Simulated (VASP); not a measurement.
# Zn in VASP: notebook

Zn is run at these levels: PBE; tasks: single point.

All numbers are computed with VASP 6.6.1; they aren't measurements. Logs are shortened: lines on timing, memory, paths and dates and some standing lists are left out, and cuts for length are marked.

**1. The cell of the first run**

The typed cell holds 2 atoms: a = 2.945 Å, b = 2.945 Å, c = 4.021 Å, α = 89.98°, β = 89.98°, γ = 60.10°.

**2. Single point, PBE**

Input file INCAR:

```
SYSTEM = Zn
ALGO = Normal
EDIFF = 1E-7
ENCUT = 520
GGA = PE
ISIF = 2
ISMEAR = 0
LASPH = .True.
LCHARG = .False.
LREAL = .False.
LWAVE = .False.
NBANDS = 19
NELM = 80
PREC = Accurate
SIGMA = 0.1
```

Input file KPOINTS:

```
k-points
0
Gamma
  6 6 4
  0 0 0
```

Input file POSCAR:

```
Zn
1.0
    2.4753530867     -1.4746497644      0.6078037769
    2.4753530867      1.4746497644      0.6078037769
   -0.9572465608      0.0000000000      3.9052641161
Zn
2
Direct
    0.1667368504      0.1667368504      0.2500049890
    0.8332631496      0.8332631496      0.7499950110
```

Potentials or basis: VASP PAW PBE potentials, release 64 (Zn).

Command:

```sh
cat potpaw_PBE.64/Zn/POTCAR > POTCAR
mpirun -np 1 vasp_std > vasp.out
```

OUTCAR:

```text
SYSTEM = Zn
   EDIFF = 1E-7
   ENCUT = 520
   GGA = PE
   ISIF = 2
   ISMEAR = 0
   LASPH = .True.
   LREAL = .False.
   NELM = 80
   PREC = Accurate

 ion  position               nearest neighbor table
   1  0.167  0.167  0.250-   2 2.63   2 2.63   2 2.63   2 2.63   2 2.63   2 2.63
   2  0.833  0.833  0.750-   1 2.63   1 2.63   1 2.63   1 2.63   1 2.63   1 2.63

  LATTYP: Found a base centered monoclinic cell.
 ALAT       =     5.0977635626
 B/A-ratio  =     0.5785477283
 C/A-ratio  =     0.7887520864
 COS(beta)  =    -0.0004011279

  Lattice vectors:

 A1 = (  -2.4753530867,   1.4746497644,  -0.6078037769)
 A2 = (  -2.4753530867,  -1.4746497644,  -0.6078037769)
 A3 = (  -0.9572465608,   0.0000000000,   3.9052641161)

Analysis of symmetry for initial positions (statically):
=====================================================================
 Subroutine PRICEL returns:
 Original cell was already a primitive cell.

 Routine SETGRP: Setting up the symmetry group for a
 base centered monoclinic supercell.

 Subroutine GETGRP returns: Found  4 space group operations
 (whereof  4 operations were pure point group operations)
 out of a pool of  4 trial point group operations.

The static configuration has the point symmetry C_2h.

Analysis of symmetry for dynamics (positions and initial velocities):
=====================================================================
 Subroutine PRICEL returns:
 Original cell was already a primitive cell.

 Routine SETGRP: Setting up the symmetry group for a
 base centered monoclinic supercell.

 Subroutine GETGRP returns: Found  4 space group operations
 (whereof  4 operations were pure point group operations)
 out of a pool of  4 trial point group operations.

The dynamic configuration has the point symmetry C_2h.

 Subroutine INISYM returns: Found  4 space group operations
 (whereof  4 operations are pure point group operations),
 and found     1 'primitive' translations

----------------------------------------------------------------------------------------

                                     Primitive cell

  volume of cell :      30.2266

  direct lattice vectors                    reciprocal lattice vectors
     2.475353087 -1.474649764  0.607803777     0.190524376 -0.339063561  0.046700760
     2.475353087  1.474649764  0.607803777     0.190524376  0.339063561  0.046700760
[... 77 lines left out ...]
   ISTART =      0    job   : 0-new  1-cont  2-samecut
   ICHARG =      2    charge: 1-file 2-atom 10-const
   ISPIN  =      1    spin polarized calculation?
   LNONCOLLINEAR =      F non collinear calculations
   LSORBIT =      F    spin-orbit coupling
   LASPH  =      T    aspherical Exc in radial PAW
   ENCUT  =  520.0 eV  38.22 Ry    6.18 a.u.   5.48  5.48  7.48*2*pi/ulx,y,z
   NELM   =     80;   NELMIN=  2; NELMDL= -5     # of ELM steps
   EDIFF  = 0.1E-06   stopping-criterion for ELM
   LREAL  =      F    real-space projection
   EDIFFG = 0.1E-05   stopping-criterion for IOM
   NSW    =      0    number of steps for IOM
   IBRION =     -1    ionic relax: 0-MD 1-quasi-New 2-CG
   NFREE  =      0    steps in history (QN), initial steepest desc. (CG)
   ISIF   =      2    stress and relaxation
   ISYM   =      2    0-nonsym 1-usesym 2-fastsym
   POTIM  = 0.5000    time-step for ionic-motion
   TEBEG  =    0.0;   TEEND  =   0.0 temperature during run
   PSTRESS=    0.0 pullay stress
   NELECT =      24.0000    total number of electrons
   NUPDOWN=      -1.0000    fix difference up-down
   EMIN   =  10.00;   EMAX   =-10.00  energy-range for DOS
   EFERMI =   0.00;   METHOD = LEGACY
   ISMEAR =     0;   SIGMA  =   0.10  broadening in eV -4-tet -1-fermi 0-gaus
   EFERMI_NEDOS =   21; number of points for ismear=-14 and -15
   IALGO  =     38    algorithm
   IMIX   =      4    mixing-type and parameters
     AMIX     =   0.40;   BMIX     =  1.00
     AMIX_MAG =   1.60;   BMIX_MAG =  1.00
  volume/ion in A,a.u.               =      15.11       101.99
  Fermi-wavevector in a.u.,A,eV,Ry     =   1.515941  2.864713 31.267242  2.298077
  Thomas-Fermi vector in A             =   2.625397
   LORBIT       =      0    0 simple, 1 ext, 2 COOP (PROOUT), +10 PAW based schemes
   GGA     = PE    functional components
   LHFCALC =     F    Hartree Fock is set to
   AEXX    =    0.0000 exact exchange contribution
   IVDW    =     0    specifies the selected vdW correction
   LEPSILON=     F    determine dielectric tensor
   LRPA    =     F    only Hartree local field effects (RPA)
 non-spin polarized calculation
 Gauss-broadening in eV      SIGMA  =   0.10
  energy-cutoff  :      520.00
  volume of cell :       30.23
 maximum number of plane-waves:       837
 NGX is ok and might be reduce to    24
   NGX = 11   NGY = 11   NGZ = 15

 number of electron      24.0000002 magnetization

 Free energy of the ion-electron system (eV)
  ---------------------------------------------------
  ext. energy  EPLUGINS =         0.00000000
  ---------------------------------------------------
  free energy    TOTEN  =        -2.16497271 eV

  energy without entropy =       -2.16497271  energy(sigma->0) =       -2.16497271

 E-fermi :   3.2196     XC(G=0): -11.5862

 val. band max:        2.8415291525   @ k =  -0.3333   0.3333   0.5000
 cond. band min:       3.6133890362   @ k =  -0.3333   0.1667   0.2500
 fundamental gap:      0.7718598837
 Fermi energy:         3.2196059729

 k-point     1 :       0.0000    0.0000    0.0000
  band No.  band energies     occupation
      1      -7.3008      2.00000
      2      -5.2814      2.00000
      3      -4.5872      2.00000
      4      -4.5852      2.00000
      5      -4.5651      2.00000
      6      -4.5589      2.00000
[... 505 lines left out ...]
      6      -4.4295      2.00000
[... 11 lines left out ...]
     18      19.0953      0.00000
     19      20.2335      0.00000

 [... further k-points ...]
[... 5 lines left out ...]
  --------------------------------------------------------------------------------------
  -------------------------------------------------------------------------------------
  Total        0.0629757      0.0124900      0.0856315      0.0000000      0.0000000     -0.0143493
  in kB        3.3380634      0.6620416      4.5389477      0.0000000      0.0000000     -0.7605958
  external PRESSURE =       2.8463509 kB  Pullay stress =       0.0000000 kB

 VOLUME and BASIS-vectors are now :
 -----------------------------------------------------------------------------
  energy-cutoff  :      520.00
  volume of cell :       30.23
      direct lattice vectors                 reciprocal lattice vectors
     2.475353087 -1.474649764  0.607803777     0.190524376 -0.339063561  0.046700760
     2.475353087  1.474649764  0.607803777     0.190524376  0.339063561  0.046700760
    -0.957246561  0.000000000  3.905264116    -0.059305303  0.000000000  0.241527890

 POSITION                                       TOTAL-FORCE (eV/Angst)
 -----------------------------------------------------------------------------------
      0.58615      0.00000      1.17902        -0.000077      0.000000     -0.000273
      3.40731      0.00000      3.94185         0.000077      0.000000      0.000273
 -----------------------------------------------------------------------------------
    total drift:                                0.000000      0.000000      0.000000

  FREE ENERGIE OF THE ION-ELECTRON SYSTEM (eV)
  ---------------------------------------------------
  free  energy   TOTEN  =        -2.1649727136 eV

  energy  without entropy=       -2.1649727117  energy(sigma->0) =       -2.16497271
```

OSZICAR:

```text
N       E                     dE             d eps       ncg     rms          rms(c)
DAV:   1     0.108916311635E+03    0.10892E+03   -0.12243E+04  1874   0.199E+03
DAV:   2     0.253273856846E+01   -0.10638E+03   -0.10251E+03  1805   0.290E+02
DAV:   3    -0.235629355260E+01   -0.48890E+01   -0.48731E+01  1957   0.681E+01
DAV:   4    -0.238460744637E+01   -0.28314E-01   -0.28308E-01  2015   0.537E+00
DAV:   5    -0.238464309923E+01   -0.35653E-04   -0.35653E-04  1937   0.170E-01    0.402E+00
DAV:   6    -0.217897596337E+01    0.20567E+00   -0.80323E-01  2014   0.189E+01    0.304E+00
DAV:   7    -0.216957360535E+01    0.94024E-02   -0.27739E-02  2140   0.277E+00    0.155E+00
DAV:   8    -0.216496491978E+01    0.46087E-02   -0.17210E-03  2375   0.590E-01    0.458E-02
DAV:   9    -0.216496984684E+01   -0.49271E-05   -0.19464E-04  2463   0.177E-01    0.375E-02
DAV:  10    -0.216497338097E+01   -0.35341E-05   -0.21353E-05  1871   0.496E-02    0.337E-03
DAV:  11    -0.216497309666E+01    0.28431E-06   -0.20519E-07  1594   0.748E-03    0.193E-03
DAV:  12    -0.216497269733E+01    0.39933E-06   -0.43440E-08  1025   0.312E-03    0.165E-04
DAV:  13    -0.216497271357E+01   -0.16244E-07   -0.14946E-08  1001   0.137E-03
   1 F= -.21649727E+01 E0= -.21649727E+01  d E =-.187361E-08
```

Wall time 16 s (1 thread of Intel Xeon Platinum 8259CL at 2.50GHz (Skylake/Cascade Lake), shared host); peak memory 0.15 GiB.

Results:

- Free energy: -2.1650 eV
- Pressure: 0.3 GPa
- Band gap on the k mesh: zero (band 12 reaches 4.23 eV, above the bottom of band 13 at 1.82 eV)

Levels at points of the mesh, in eV from the Fermi level:
| k point | band 9 | band 10 | band 11 | band 12 | band 13 | band 14 | band 15 | band 16 |
| --- | --- | --- | --- | --- | --- | --- | --- | --- |
| (0.00, 0.00, 0.00) | -7.52 | -7.16 | -7.16 | -1.58 | 1.16 | 11.68 | 11.72 | 14.08 |
| (0.50, 0.00, 0.00) | -7.20 | -7.02 | -3.97 | -3.79 | 4.22 | 5.49 | 6.10 | 6.65 |
| (0.50, 0.50, 0.00) | -7.20 | -7.02 | -3.96 | -3.77 | 4.24 | 5.51 | 6.04 | 6.68 |
| (0.00, 0.00, 0.50) | -7.25 | -7.25 | -7.25 | -7.25 | 11.74 | 11.74 | 13.81 | 13.81 |
| (0.50, 0.00, 0.50) | -7.22 | -7.22 | -2.39 | -2.39 | -0.57 | -0.57 | 9.07 | 9.07 |
| (0.50, 0.50, 0.50) | -7.22 | -7.22 | -2.37 | -2.37 | -0.55 | -0.54 | 9.02 | 9.02 |

Caveat: the k points lie up to 0.41 Å⁻¹ apart.

**3. Single point, PBE**

This run uses another cell than the first one, of 15.27 Å³/atom, 1.011 times its volume.

Input file INCAR:

```
SYSTEM = Zn
  PREC = Accurate
  ENCUT = 520
  EDIFF = 1E-7
  ISMEAR = 0
  SIGMA = 0.1
  LREAL = .False.
  LASPH = .True.
  NELM = 100
  ALGO = Fast
  ISIF = 2
  LWAVE = .False.
  LCHARG = .False.
  GGA = PE
  NBANDS = 19
```

Input file KPOINTS:

```
regular mesh
0
Gamma
  21 21 14
  0 0 0
```

Input file POSCAR:

```
Zn
1.0
    2.6405913765      0.0000000000      0.0000000000
   -1.3202956882      2.2868192130      0.0000000000
    0.0000000000      0.0000000000      5.0584351360
Zn
2
Direct
    0.3333333333      0.6666666667      0.2500000000
    0.6666666667      0.3333333333      0.7500000000
```

Potentials or basis: VASP PAW PBE potentials, release 64 (Zn).

Command:

```sh
cat potpaw_PBE.64/Zn/POTCAR > POTCAR
mpirun -np 1 vasp_std > vasp.out
```

Wall time 2.4 min (1 thread of Intel Xeon Platinum 8259CL at 2.50GHz (Skylake/Cascade Lake), shared host); peak memory 0.28 GiB.

It converged, with:

```
Free energy            : -2.2199 eV
Pressure               : 0.3 GPa
Band gap on the k mesh : zero (band 12 reaches 4.68 eV, above the bottom of band 13 at -0.32 eV)
```

Stress tensor (GPa, compression positive):
```
0.42 0.00 0.00
0.00 0.42 0.00
0.00 0.00 0.14
```

Levels at points of the mesh, in eV from the Fermi level:
```tsv
k point	band 10	band 11	band 12	band 13	band 14	band 15
(0.00, 0.00, 0.00)	-7.06	-7.06	-3.70	-3.35	12.60	16.39
(0.00, 0.00, 0.50)	-7.13	-7.13	-7.13	4.04	4.04	19.29
```
